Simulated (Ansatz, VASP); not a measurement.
**One calculation of Y, two programs**

```xyz
1
Lattice="0.0000 2.3918 2.4850 2.5782 0.0000 2.4850 2.5782 2.3918 0.0000" Properties=species:S:1:pos:R:3 pbc="T T T"
Y     0.0000    0.0000    0.0000
```

Change from the starting cell: strain +0.0375 x Voigt [1, -1, 0, 0, 0, 0], atoms carried along.

Alike in both runs: task single point; functional PBEsol; k mesh 16 × 16 × 16; occupations gaussian, width 0.15 eV; no spin polarisation.

|  | VASP | Ansatz |
| --- | --- | --- |
| version | VASP 6.6.1 | Ansatz 0.2.0 |
| potentials or method | VASP PAW PBE potentials, release 64 (Y_sv), cutoff 520 eV | scalar-relativistic, plane waves, PAW |
| valence electrons in the cell | 11 | 11 |

Ansatz gave:

* gap on the k mesh at the Fermi level (eV): none
* pressure (GPa): 0.3
* traceless stress, the component that is largest in VASP (GPa): -1.18

**Question.** Estimate VASP's values.

**Answer.** gap on the k mesh at the Fermi level (eV): none; pressure (GPa): 0.1; traceless stress, the component that is largest in VASP (GPa): -1.19.

VASP's potentials were made for PBE, not for PBEsol. A gap of «none» marks a metal or a gap that the smearing closes.
